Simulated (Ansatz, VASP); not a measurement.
# One calculation of Pt, two programs

```
Pt
1.0
     2.75340    0.00000    0.00000
     0.00000    2.75340    0.00000
     0.00000    0.00000   21.84080
Pt
4
Direct
  0.25000 0.25000 0.36951
  0.75000 0.75000 0.45597
  0.25000 0.25000 0.54403
  0.75000 0.75000 0.63049
```

Alike in both runs: functional LDA; k mesh 15 × 15 × 1; occupations fermi-dirac, width 0.05 eV; no spin polarisation.

Ansatz relaxed the structure, and its values are those at the end. VASP's run is a single point on that final structure, the one shown.

```csv
,VASP,Ansatz
version,VASP 6.6.1,Ansatz 0.2.0
potentials or method,"VASP PAW LDA potentials, release 64 (Pt), cutoff 520 eV","all-electron LAPW, scalar-relativistic"
```

```csv
,VASP,Ansatz,Ansatz less VASP
rms of the force components (eV/Å),0.019,0.001,-0.0179
```

LDA's correlation is that of Perdew and Zunger in VASP and of Perdew and Wang (1992) in Ansatz. Ansatz ran all-electron here, and VASP with PAW potentials.

Spin-orbit coupling is off throughout.
